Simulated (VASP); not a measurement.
A run of VASP 6.6.1 is set up as follows.

File INCAR:

```
SYSTEM = Ga
ALGO = Normal ; EDIFF = 1E-6
ENCUT = 500 ; GGA = PS
GGA_COMPAT = .False. ; ISIF = 2
ISMEAR = 1 ; LASPH = .True.
LCHARG = .True. ; LELF = .True.
LREAL = .False. ; LVHAR = .True.
LWAVE = .False. ; NBANDS = 12
NELM = 120 ; PREC = Accurate
SIGMA = 0.3
```

The input KPOINTS:

```
k-points
0
Gamma
  5 5 5
  0 0 0
```

The input POSCAR:

```
Ga
1.0
    4.8542860000      0.0000000000      0.0000000000
    0.0000000000      4.8542860000      0.0000000000
    0.0000000000      0.0000000000      4.8542860000
Ga
1
Direct
    0.0000000000      0.0000000000      0.0000000000
```

Potentials or basis: VASP PAW PBE potentials, release 64 (Ga_d).

The run is started by

```bash
$ cat potpaw_PBE.64/Ga_d/POTCAR > POTCAR
$ mpirun -np 1 vasp_std > vasp.out
```

Problem. Estimate the band gap on the k mesh.

Solution. Zero (an odd number of electrons rules out a gap without spin polarisation).

Problem. What does it give for the pressure?

Solution. -1.4 GPa.

Caveat: so wide a smearing shifts energies and pressures; the PAW data sets were made with another functional, which shifts forces and pressure a little.
